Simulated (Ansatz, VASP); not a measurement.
Two plane-wave programs on SiBi2Te5

```
Si Bi Te
1.0
    -4.01070    4.01070    4.23496
     4.01070   -4.01070    4.23496
     4.01070    4.01070   -4.23496
Si Bi Te
1 2 5
Cartesian
  0.0000 0.0000 0.1561
  0.0000 4.0107 2.4452
  4.0107 0.0000 2.4452
  -2.1221 2.1221 3.8086
  1.8886 1.8886 -0.4263
  2.1221 2.1221 3.8086
  2.1221 -2.1221 3.8086
  0.0000 0.0000 2.7824
```

Change from the starting cell: species swapped into the Sr2H5Rh type (I4mm, No. 107).

Alike in both runs: functional PBE; k mesh 6 × 6 × 6; occupations gaussian, width 0.1 eV; no spin polarisation.

Ansatz relaxed the structure, and its values are those at the end. VASP's run is a single point on that final structure, the one shown.

|  | VASP | Ansatz |
| --- | --- | --- |
| version | VASP 6.6.1 | Ansatz 0.2.0 |
| potentials or method | VASP PAW PBE potentials, release 64 (Si, Bi_d, Te), cutoff 520 eV | scalar-relativistic, plane waves, PAW |
| valence electrons in the cell | 64 | 114 |

```csv
,VASP,Ansatz,Ansatz less VASP
gap on the k mesh at the Fermi level (eV),none,none,-
pressure (GPa),0.0,0.0,+0.01
rms of the force components (eV/Å),0.006,0.003,-0.0029
```

A gap of «none» marks a metal or a gap that the smearing closes. With one functional, cell and mesh, what is left measures potentials, basis and numerics. VASP's potentials hold 64 valence electrons a cell and Ansatz's 114, so a difference there can come from the potentials and not from the codes.

Neither program's run includes spin-orbit coupling.
